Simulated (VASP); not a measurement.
**Pd: density of states with LDA**

The system is Pd.

```xyz
1
Lattice="0.0000 1.9465 1.9465 1.9465 0.0000 1.9465 1.9465 1.9465 0.0000" Properties=species:S:1:pos:R:3 pbc="T T T"
Pd    0.0000    0.0000    0.0000
```

```
Program                 : VASP 6.6.1
Task                    : density of states
Functional              : LDA
Potentials or basis     : VASP PAW LDA potentials, release 64 (Pd)
Cutoff                  : 520 eV
k mesh                  : 7 × 7 × 7
Occupations             : fermi-dirac, width 0.05 eV
Spin                    : no spin polarisation
Dipole correction       : no
k mesh for the DOS      : 11 × 11 × 11
Occupations for the DOS : tetrahedron
Further INCAR settings  : ALGO = Normal; EDIFF = 1e-07; NBANDS = 11
```

```json
{
 "Valence electrons inside the program's atomic spheres": "Pd 9.44"
}
```

Levels at points of the mesh, in eV from the Fermi level:
```csv
k point,band 2,band 3,band 4,band 5,band 6,band 7,band 8,band 9
"(0.00, 0.00, 0.00)",-2.85,-2.85,-2.85,-1.19,-1.19,17.12,21.84,21.84
```

Wall time 14 s on 1 thread of Intel Xeon 8259CL, on a shared host, peak memory 0.12 GiB.

Caveat: the k points lie up to 0.40 Å⁻¹ apart.
